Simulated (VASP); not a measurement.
Set up this calculation in VASP 6.6.1, as the native input.

- Task: single point
- Functional: PBE
- Potentials or basis: VASP PAW PBE potentials, release 64 (Al, C_h)
- Cutoff: 1300 eV
- k mesh: 4 × 4 × 4
- Occupations: gaussian, width 0.1 eV
- Spin: collinear spin
- Starting moments: [0.0, 0.0, 0.0, 1.0, 1.0, 1.0, 1.0] μB
- Dipole correction: no
- Further INCAR settings: ALGO = Normal; EDIFF = 1e-06; NBANDS = 26

The structure of Al3C4 lies in POSCAR:

```
Al3C4
1.0
    4.1396000705      0.0000000000      0.0000000000
    0.0000000000      4.1396000705      0.0000000000
    0.0000000000      0.0000000000      4.7833101915
Al C
3 4
Direct
    0.0000000000      0.0000000000      0.2599463490
    0.0000000000      0.0000000000      0.7400536510
    0.5000000000      0.5000000000      0.0000000000
    0.3203806562      0.3203806562      0.5000000000
    0.6796193438      0.6796193438      0.5000000000
    0.6796193438      0.3203806562      0.5000000000
    0.3203806562      0.6796193438      0.5000000000
```

The cell was generated, and may not be a known phase.

The input as run:

INCAR

```
PREC = Accurate
ENCUT = 1300
EDIFF = 1E-6
ISMEAR = 0
SIGMA = 0.1
LREAL = F
LASPH = T
NELM = 200
ALGO = Normal
ISIF = 2
LWAVE = F
LCHARG = F
ISPIN = 2
MAGMOM = 0 0 0 1 1 1 1
LORBIT = 11
GGA = PE
NBANDS = 26
GGA_COMPAT = F
```

KPOINTS

```
Automatic mesh
0
Gamma
  4 4 4
```

Potentials or basis: VASP PAW PBE potentials, release 64 (Al, C_h).

Command:

```sh
$ cat potpaw_PBE.64/Al/POTCAR potpaw_PBE.64/C_h/POTCAR > POTCAR
$ mpirun -np 1 vasp_std > vasp.out
```

Results of the run:

```
Pressure                                              : 0.0 GPa
Largest force                                         : 0.006 eV/Å
Net moment                                            : 0.00 μB per cell
Valence electrons inside the program's atomic spheres : Al 0.77, 0.68 (each value once); C 1.42
```

Caveat: the k points lie up to 0.38 Å⁻¹ apart.

Wall time 3 min on 1 thread of AMD EPYC 9R45 96-Core Processor (Zen 5) (shared host), peak memory 0.55 GiB.
